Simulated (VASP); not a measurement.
Write the native input for VASP 6.6.1 that does the following.

| Property | Result |
| --- | --- |
| Task | single point |
| Functional | PBE |
| Dispersion | D3(BJ) |
| Potentials or basis | VASP PAW PBE potentials, release 64 (Mo_sv, S) |
| Cutoff | 500 eV |
| k mesh | 12 × 12 × 6 |
| Occupations | gaussian, width 0.05 eV |
| Spin | no spin polarisation |
| Dipole correction | no |
| Further INCAR settings | ALGO = Normal; EDIFF = 1e-06; NBANDS = 20 |

The structure of MoS2 lies in POSCAR:

```
MoS2
1.0
    3.1627153129      0.0000000000      0.0000000000
   -1.5813576565      2.7389918059      0.0000000000
    0.0000000000      0.0000000000      6.3254306258
Mo S
1 2
Direct
    0.0000000000      0.0000000000      0.0000000000
    0.3333333333      0.6666666667      0.2357940733
    0.3333333333      0.6666666667      0.7642059267
```

The input as run:

INCAR

```
ALGO = Normal
EDIFF = 1E-6
ENCUT = 500
GGA = PE
GGA_COMPAT = F
ISIF = 2
ISMEAR = 0
IVDW = 12
LASPH = T
LCHARG = F
LREAL = F
LWAVE = F
NBANDS = 20
NELM = 120
PREC = Accurate
SIGMA = 0.05
```

KPOINTS

```
k-points
0
Gamma
  12 12 6
```

Potentials or basis: VASP PAW PBE potentials, release 64 (Mo_sv, S).

Run with:

```sh
$ cat potpaw_PBE.64/Mo_sv/POTCAR potpaw_PBE.64/S/POTCAR > POTCAR
$ mpirun -np 1 vasp_std > vasp.out
```

It gave:

```
Pressure                   : 6.9 GPa
Largest force              : 1.355 eV/Å
Band gap on the k mesh     : 0.61 eV (least direct gap 1.57 eV)
Dispersion energy per atom : -0.414 eV
```

Caveat: the cell stands under pressure; forces of over 1 eV/Å act on the atoms, so gaps and moduli don't describe the material at rest.

Run time: 42 s on 1 thread of Intel(R) Xeon(R) Platinum 8488C (Sapphire Rapids), on a shared host, peak memory 0.22 GiB.
